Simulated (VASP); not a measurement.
Write the native input for VASP 6.6.1 that does the following.

- Task: single point
- Functional: LDA
- Potentials or basis: VASP PAW LDA potentials, release 64 (Au)
- Cutoff: 520 eV
- k mesh: 17 × 17 × 17
- Occupations: fermi-dirac, width 0.05 eV
- Spin: non-collinear spin, zero start, spin-orbit coupling
- Starting moments: [[0.0, 0.0, 0.0]] μB
- Dipole correction: no
- Further INCAR settings: ALGO = Normal; EDIFF = 1e-06; NBANDS = 22

The structure of Au lies in POSCAR:

```
Au
1.0
    0.0000000000      2.0183450420      2.0183450420
    2.0183450420      0.0000000000      2.0183450420
    2.0183450420      2.0183450420      0.0000000000
Au
1
Direct
    0.0000000000      0.0000000000      0.0000000000
```

One way to write it, as run:

INCAR

```
PREC = Accurate ; ENCUT = 520
EDIFF = 1E-6 ; ISMEAR = -1
SIGMA = 0.05 ; LREAL = False
LASPH = True ; NELM = 150
ALGO = Normal ; ISIF = 2
LWAVE = False ; LCHARG = True
MAGMOM = 0 0 0 ; LORBIT = 11
LSORBIT = True ; GGA_COMPAT = False
LORBMOM = True ; LMAXMIX = 4
GGA = CA ; LVHAR = True
NBANDS = 22
```

KPOINTS

```
regular mesh
0
Gamma
  17 17 17
```

Potentials or basis: VASP PAW LDA potentials, release 64 (Au).

The run is started by

```sh
$ cat potpaw_LDA.64/Au/POTCAR > POTCAR
$ mpirun -np 1 vasp_ncl > vasp.out
```

Results of the run:

```json
{
 "Pressure": "0.8 GPa",
 "Net moment": "0.00 μB per cell",
 "Valence electrons inside the program's atomic spheres": "Au 9.70"
}
```

Wall time 41 s on 1 thread of Intel(R) Xeon(R) 6975P-C (Granite Rapids), on a shared host, peak memory 0.23 GiB.
